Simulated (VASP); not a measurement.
Wanted: the native input for a VASP 6.6.1 run.

- Task: single point
- Functional: PBEsol
- Potentials or basis: VASP PAW PBE potentials, release 64 (Ag)
- Cutoff: 520 eV
- k mesh: 20 × 20 × 20
- Occupations: gaussian, width 0.15 eV
- Spin: no spin polarisation
- Dipole correction: no
- Further INCAR settings: ALGO = Normal; EDIFF = 1e-06; NBANDS = 12

The structure of Ag lies in POSCAR:

```
Ag
1.0
   -1.5232016800      1.5232016800      1.7881063200
    1.5232016800     -1.5232016800      1.7881063200
    1.5232016800      1.5232016800     -1.7881063200
Ag
1
Direct
    0.0000000000      0.0000000000      0.0000000000
```

This cell differs from its parent crystal: strain -0.080 along x and y, +0.080 along z.

The input as run:

INCAR

```
ALGO = Normal
EDIFF = 1E-6
ENCUT = 520
GGA = PS
ISIF = 2
ISMEAR = 0
LASPH = T
LCHARG = F
LREAL = F
LWAVE = F
NBANDS = 12
NELM = 80
PREC = Accurate
SIGMA = 0.15
```

KPOINTS

```
k-points
0
Gamma
  20 20 20
```

Potentials or basis: VASP PAW PBE potentials, release 64 (Ag).

Run with:

```sh
$ cat potpaw_PBE.64/Ag/POTCAR > POTCAR
$ mpirun -np 1 vasp_std > vasp.out
```

Results of the run:

```json
{
  "Pressure": "0.8 GPa",
  "Band gap on the k mesh": "zero (an odd number of electrons rules out a gap without spin polarisation)"
}
```

Caveat: the cell differs from its parent crystal (strain -0.080 along x and y, +0.080 along z); the PAW data sets were made with another functional, which shifts forces and pressure a little.

It took 110 s on 1 thread of Intel Xeon 8259CL, on a shared host, peak memory 0.25 GiB.
